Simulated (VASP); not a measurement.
# Y (Fmmm) in VASP: notebook, part 2 of 2

VASP 6.6.1. Earlier steps stand in the parts before.

## Step 3: Single point, r2SCAN (strain -0.0500 x Voigt [1, -1, 0, 0, 0, 0])

File POSCAR:

```
Y
1.0
    0.0000000000      2.6092500000      2.4850000000
    2.3607500000      0.0000000000      2.4850000000
    2.3607500000      2.6092500000      0.0000000000
Y
1
Direct
    0.0000000000      0.0000000000      0.0000000000
```

File INCAR.step1:

```
PREC     = Accurate       # precision mode
ENCUT    = 520            # plane-wave cutoff, eV
ISMEAR   = 0              # smearing method
SIGMA    = 0.15           # smearing width, eV
LREAL    = False          # projectors in reciprocal space
LASPH    = True           # aspherical terms in the spheres
NELM     = 100            # most SCF steps
NBANDS   = 12             # bands
GGA      = PE             # functional
ALGO     = Normal         # electronic algorithm
EDIFF    = 1E-4           # SCF threshold, eV
LWAVE    = True           # write WAVECAR
LCHARG   = False          # write CHGCAR
```

File INCAR.step2:

```
PREC     = Accurate       # precision mode
ENCUT    = 520            # plane-wave cutoff, eV
EDIFF    = 1E-6           # SCF threshold, eV
ISMEAR   = 0              # smearing method
SIGMA    = 0.15           # smearing width, eV
LREAL    = False          # projectors in reciprocal space
LASPH    = True           # aspherical terms in the spheres
NELM     = 100            # most SCF steps
ALGO     = Normal         # electronic algorithm
ISIF     = 2              # what is computed and relaxed
LWAVE    = False          # write WAVECAR
LCHARG   = False          # write CHGCAR
METAGGA  = R2SCAN         # meta-GGA
LMIXTAU  = True         
NBANDS   = 12             # bands
ISTART   = 1
```

File KPOINTS:

```
Automatic mesh
0
Gamma
  16 16 16
```

Potentials or basis: VASP PAW PBE potentials, release 64 (Y_sv).

On the command line:

```bash
$ cat potpaw_PBE.64/Y_sv/POTCAR > POTCAR
$ cp INCAR.step1 INCAR
$ mpirun -np 1 vasp_std > vasp.out
$ cp INCAR.step2 INCAR
$ mpirun -np 1 vasp_std > vasp.out
```

OUTCAR:

```text
PREC = Accurate
   ENCUT = 520
   EDIFF = 1E-6
   ISMEAR = 0
   LREAL = False
   LASPH = True
   NELM = 100
   ISIF = 2
   METAGGA = R2SCAN
   ISTART = 1

 ion  position               nearest neighbor table
   1  0.000  0.000  0.000-

  LATTYP: Found a face centered orthorhombic cell.
 ALAT       =     4.7215000000
 B/A-ratio  =     1.0526315789
 C/A-ratio  =     1.1052631579

  Lattice vectors:

 A1 = (   0.0000000000,   2.6092500000,  -2.4850000000)
 A2 = (   2.3607500000,   2.6092500000,   0.0000000000)
 A3 = (   2.3607500000,   0.0000000000,  -2.4850000000)

Analysis of symmetry for initial positions (statically):
=====================================================================
 Subroutine PRICEL returns:
 Original cell was already a primitive cell.

 Routine SETGRP: Setting up the symmetry group for a
 face centered orthorhombic supercell.

 Subroutine GETGRP returns: Found  8 space group operations
 (whereof  8 operations were pure point group operations)
 out of a pool of  8 trial point group operations.

The static configuration has the point symmetry D_2h.

Analysis of symmetry for dynamics (positions and initial velocities):
=====================================================================
 Subroutine PRICEL returns:
 Original cell was already a primitive cell.

 Routine SETGRP: Setting up the symmetry group for a
 face centered orthorhombic supercell.

 Subroutine GETGRP returns: Found  8 space group operations
 (whereof  8 operations were pure point group operations)
 out of a pool of  8 trial point group operations.

The dynamic configuration has the point symmetry D_2h.

 Subroutine INISYM returns: Found  8 space group operations
 (whereof  8 operations are pure point group operations),
 and found     1 'primitive' translations

----------------------------------------------------------------------------------------

                                     Primitive cell

  volume of cell :      30.6141

[... 112 lines left out ...]
   LHFCALC =     F    Hartree Fock is set to
   AEXX    =    0.0000 exact exchange contribution
   IVDW    =     0    specifies the selected vdW correction
   LEPSILON=     F    determine dielectric tensor
   LRPA    =     F    only Hartree local field effects (RPA)
 non-spin polarized calculation
 Gauss-broadening in eV      SIGMA  =   0.15
  energy-cutoff  :      520.00
  volume of cell :       30.61
 maximum number of plane-waves:       849
   NGX = 13   NGY = 13   NGZ = 13

 number of electron      11.0000000 magnetization

 Free energy of the ion-electron system (eV)
  ---------------------------------------------------
  ext. energy  EPLUGINS =         0.00000000
  ---------------------------------------------------
  free energy    TOTEN  =       -20.19544415 eV

  energy without entropy =      -20.17845689  energy(sigma->0) =      -20.18695052

 E-fermi :   3.4566     XC(G=0): -10.3737

 val. band max:        3.4539877596   @ k =  -0.1250   0.2500   0.1875
 cond. band min:       3.4569322538   @ k =  -0.4375   0.1875   0.2500
 fundamental gap:      0.0029444942
 Fermi energy:         3.4566457118

 k-point     1 :       0.0000    0.0000    0.0000
  band No.  band energies     occupation
      1     -40.5872      2.00000
      2     -19.5759      2.00000
      3     -19.5711      2.00000
      4     -19.5622      2.00000
      5      -1.6233      2.00000
      6       5.1986      0.00000
      7       5.6285      0.00000
      8       5.9921      0.00000
      9       7.2677      0.00000
     10       8.3099      0.00000
     11      13.0238      0.00000
     12      15.6713      0.00000
[... 331 lines left out ...]
 k-point    24 :      -0.0625    0.0625    0.0000
  band No.  band energies     occupation
      1     -40.5781      2.00000
      2     -19.6398      2.00000
      3     -19.5920      2.00000
      4     -19.5732      2.00000
      5      -1.3360      2.00000
      6       5.0698      0.00000
      7       5.7393      0.00000
      8       5.8968      0.00000
      9       7.1374      0.00000
     10       8.1714      0.00000
     11      13.6974      0.00000
     12      15.5690      0.00000

 [... further k-points ...]

------------------------ aborting loop because EDIFF is reached ----------------------------------------

  FORCE on cell =-STRESS in cart. coord.  units (eV):
  Direction    XX          YY          ZZ          XY          YZ          ZX
  --------------------------------------------------------------------------------------
  -------------------------------------------------------------------------------------
  Total        0.8179154      0.4884546      0.6860558      0.0000000      0.0000000      0.0000000
  in kB       42.8052376     25.5630504     35.9044206      0.0000000      0.0000000      0.0000000
  external PRESSURE =      34.7575695 kB  Pullay stress =       0.0000000 kB

 VOLUME and BASIS-vectors are now :
 -----------------------------------------------------------------------------
  energy-cutoff  :      520.00
  volume of cell :       30.61
      direct lattice vectors                 reciprocal lattice vectors
     0.000000000  2.609250000  2.485000000    -0.211797098  0.191625946  0.201207243
     2.360750000  0.000000000  2.485000000     0.211797098 -0.191625946  0.201207243
     2.360750000  2.609250000  0.000000000     0.211797098  0.191625946 -0.201207243

 POSITION                                       TOTAL-FORCE (eV/Angst)
 -----------------------------------------------------------------------------------
      0.00000      0.00000      0.00000         0.000000      0.000000     -0.000000
 -----------------------------------------------------------------------------------
    total drift:                               -0.000000     -0.000000     -0.000000

  FREE ENERGIE OF THE ION-ELECTRON SYSTEM (eV)
  ---------------------------------------------------
  free  energy   TOTEN  =       -20.1954441507 eV

  energy  without entropy=      -20.1784568905  energy(sigma->0) =      -20.18695052
```

OSZICAR.step1:

```text
N       E                     dE             d eps       ncg     rms          rms(c)
DAV:   1     0.251565529328E+02    0.25157E+02   -0.56345E+03 14960   0.840E+02
DAV:   2    -0.526053415232E+01   -0.30417E+02   -0.29542E+02 18024   0.166E+02
DAV:   3    -0.652128806286E+01   -0.12608E+01   -0.12410E+01 21040   0.221E+01
DAV:   4    -0.655359930056E+01   -0.32311E-01   -0.32288E-01 16872   0.332E+00
DAV:   5    -0.655421826183E+01   -0.61896E-03   -0.61894E-03 19208   0.357E-01    0.230E+01
DAV:   6    -0.641219320039E+01    0.14203E+00   -0.18387E-01 16184   0.289E+00    0.141E+01
DAV:   7    -0.639321160188E+01    0.18982E-01   -0.27099E-01 18188   0.351E+00    0.123E+00
DAV:   8    -0.638975032136E+01    0.34613E-02   -0.34475E-02 17324   0.144E+00    0.237E-01
DAV:   9    -0.638962164979E+01    0.12867E-03   -0.67909E-04 18332   0.214E-01    0.846E-02
DAV:  10    -0.638959483023E+01    0.26820E-04   -0.12508E-04 11868   0.100E-01
   1 F= -.63895948E+01 E0= -.63811685E+01  d E =-.168527E-01
```

It took 7 min on 1 thread of Intel Xeon 6975P-C (Granite Rapids), shared host; peak memory 0.38 GiB.

Results:

```
Free energy            : -20.1954 eV
Pressure               : 3.5 GPa
Band gap on the k mesh : zero (an odd number of electrons rules out a gap without spin polarisation)
```

Caveat: the cell differs from its parent crystal (strain -0.0500 x Voigt [1, -1, 0, 0, 0, 0]); the cell stands under pressure; the PAW data sets were made with another functional, which shifts forces and pressure a little.

## Step 4: Single point, r2SCAN (strain +0.0375 x Voigt [1, -1, 0, 0, 0, 0])

File POSCAR:

```
Y
1.0
    0.0000000000      2.3918125000      2.4850000000
    2.5781875000      0.0000000000      2.4850000000
    2.5781875000      2.3918125000      0.0000000000
Y
1
Direct
    0.0000000000      0.0000000000      0.0000000000
```

File INCAR.step1:

```
ALGO = Normal ; EDIFF = 1E-4
ENCUT = 520 ; GGA = PE
ISMEAR = 0 ; LASPH = T
LCHARG = F ; LREAL = F
LWAVE = T ; NBANDS = 12
NELM = 60 ; PREC = Accurate
SIGMA = 0.15
```

File INCAR.step2:

```
ALGO = Normal ; EDIFF = 1E-6
ENCUT = 520 ; ISIF = 2
ISMEAR = 0 ; ISTART = 1
LASPH = T ; LCHARG = F
LMIXTAU = T ; LREAL = F
LWAVE = F ; METAGGA = R2SCAN
NBANDS = 12 ; NELM = 60
PREC = Accurate ; SIGMA = 0.15
```

File KPOINTS:

```
k-points
0
Gamma
  16 16 16
```

On the command line:

```bash
$ cat potpaw_PBE.64/Y_sv/POTCAR > POTCAR
$ cp INCAR.step1 INCAR
$ mpirun -np 1 vasp_std > vasp.out
$ cp INCAR.step2 INCAR
$ mpirun -np 1 vasp_std > vasp.out
```

It took 6.3 min on 1 thread of Intel Xeon 6975P-C (Granite Rapids), shared host; peak memory 0.38 GiB.

Results (log left out):

```
Free energy            : -20.1998 eV
Pressure               : 3.5 GPa
Band gap on the k mesh : zero (an odd number of electrons rules out a gap without spin polarisation)
```

Stress tensor (GPa, compression positive):
```
2.76 0.00 0.00
0.00 4.07 0.00
0.00 0.00 3.52
```

Levels at points of the mesh, in eV from the Fermi level:
```csv
k point,band 2,band 3,band 4,band 5,band 6,band 7,band 8,band 9,band 10,band 11
"(0.00, 0.00, 0.00)",-23.03,-23.02,-23.02,-5.08,1.83,2.15,2.42,3.97,4.76,9.52
"(0.50, 0.00, 0.00)",-23.75,-23.14,-23.09,-2.08,0.64,1.59,2.24,5.78,6.15,8.99
"(0.50, 0.50, 0.00)",-23.71,-23.33,-23.22,-1.97,-0.93,2.31,5.90,6.05,6.73,8.25
"(0.50, 0.00, 0.50)",-23.70,-23.35,-23.28,-1.95,-1.11,2.88,5.97,6.21,6.59,8.04
"(0.00, 0.50, 0.50)",-23.69,-23.26,-23.22,-1.98,-0.82,1.80,6.02,6.25,6.55,8.81
```

Caveat: the cell differs from its parent crystal (strain +0.0375 x Voigt [1, -1, 0, 0, 0, 0]); the cell stands under pressure; the PAW data sets were made with another functional, which shifts forces and pressure a little.

## Step 5: The runs side by side

```tsv
cell	gap on the mesh (eV)	pressure (GPa)
a = 3.406, b = 3.626, c = 3.521 Å, angles 56.9, 63.1, 60.0°, 1 atom	none	3.7
a = 3.603, b = 3.428, c = 3.519 Å, angles 62.5, 57.5, 60.0°, 1 atom	none	3.5
a = 3.449, b = 3.581, c = 3.517 Å, angles 58.1, 61.9, 60.0°, 1 atom	none	3.5
```

Alike in all rows: task single point; level r2SCAN; potentials or basis VASP PAW PBE potentials, release 64 (Y_sv); no spin polarisation; k mesh 16 × 16 × 16; cutoff (eV) 520; smearing gaussian 0.15 eV.

Caveats: the cell stands under pressure; the PAW data sets were made with another functional, which shifts forces and pressure a little.

Absolute energies hang on the potentials; compare differences alone.
